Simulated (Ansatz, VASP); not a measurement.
## Te2Mo in VASP and in Ansatz

```
CELL_PARAMETERS angstrom
3.49321 0.00000 0.00000
-1.74660 3.02521 0.00000
0.00000 0.00000 37.51612
ATOMIC_POSITIONS crystal
Te 0.33333 0.66667 0.86751
Te 0.33333 0.66667 0.23184
Te 0.66667 0.33333 0.67200
Te 0.66667 0.33333 0.04531
Te 0.66667 0.33333 0.76816
Te 0.66667 0.33333 0.14156
Te 0.33333 0.66667 0.95469
Te 0.33333 0.66667 0.32800
Mo 0.33333 0.66667 0.72002
Mo 0.33333 0.66667 0.09343
Mo 0.66667 0.33333 0.90657
Mo 0.66667 0.33333 0.27998
```

Alike in both runs: task single point; functional PBEsol; k mesh 9 × 9 × 1; occupations gaussian, width 0.05 eV; no spin polarisation.

```csv
,VASP,Ansatz
version,VASP 6.6.1,Ansatz 0.2.0
potentials or method,"VASP PAW PBE potentials, release 64 (Te, Mo_sv), cutoff 520 eV","scalar-relativistic, plane waves, PAW"
valence electrons in the cell,104,184
```

|  | VASP | Ansatz | Ansatz less VASP |
| --- | --- | --- | --- |
| gap on the k mesh at the Fermi level (eV) | none | none | - |
| rms of the force components (eV/Å) | 1.322 | 1.314 | -0.0082 |

VASP's potentials were made for PBE, not for PBEsol, and Ansatz warns of the same on its side. Atom by atom the forces differ by 0.017 eV/Å (rms over components). A gap of «none» marks a metal or a gap that the smearing closes. VASP's potentials hold 104 valence electrons a cell and Ansatz's 184, so a difference there can come from the potentials and not from the codes.

Neither program's run includes spin-orbit coupling.
